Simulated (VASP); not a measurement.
Set up this calculation in VASP 6.6.1, as the native input.

* Task: single point
* Functional: PBE
* Potentials or basis: VASP PAW PBE potentials, release 64 (Si, B)
* Cutoff: 500 eV
* k mesh: 5 × 5 × 5
* Occupations: gaussian, width 0.2 eV
* Spin: no spin polarisation
* Dipole correction: no
* Further INCAR settings: ALGO = Normal; EDIFF = 1e-06; NBANDS = 18

The structure of Si4B lies in POSCAR:

```
Si4B
1.0
   -3.2528323787      3.2528323787      1.5267874018
    3.2528323787     -3.2528323787      1.5267874018
    3.2528323787      3.2528323787     -1.5267874018
Si B
4 1
Direct
    0.5003407675      0.2358714276      0.7362121951
    0.2358714276      0.4996592325      0.7355306601
    0.4996592325      0.7641285724      0.2637878049
    0.7641285724      0.5003407675      0.2644693399
    0.0000000000      0.0000000000      0.0000000000
```

These files were run (other wordings do the same):

INCAR

```
SYSTEM = Si4B
PREC     = Accurate       ! precision mode
ENCUT    = 500            ! plane-wave cutoff, eV
EDIFF    = 1E-6           ! SCF threshold, eV
ISMEAR   = 0              ! smearing method
SIGMA    = 0.2            ! smearing width, eV
LREAL    = .False.        ! projectors in reciprocal space
LASPH    = .True.         ! aspherical terms in the spheres
NELM     = 120            ! most SCF steps
ALGO     = Normal         ! electronic algorithm
ISIF     = 2              ! what is computed and relaxed
LWAVE    = .False.        ! write WAVECAR
LCHARG   = .True.         ! write CHGCAR
GGA      = PE             ! functional
LELF     = .True.         ! ELF
LVHAR    = .True.       
NBANDS   = 18             ! bands
GGA_COMPAT= .False.
```

KPOINTS

```
Automatic mesh
0
Gamma
  5 5 5
  0 0 0
```

Potentials or basis: VASP PAW PBE potentials, release 64 (Si, B).

The run is started by

```console
$ cat potpaw_PBE.64/Si/POTCAR potpaw_PBE.64/B/POTCAR > POTCAR
$ mpirun -np 1 vasp_std > vasp.out
```

It gave:

* Pressure: 0.1 GPa
* Largest force: 0.008 eV/Å

Caveat: the k points lie up to 0.45 Å⁻¹ apart.

Wall time 48 s on 1 thread of Intel Xeon 8259CL, on a shared host, peak memory 0.2 GiB.
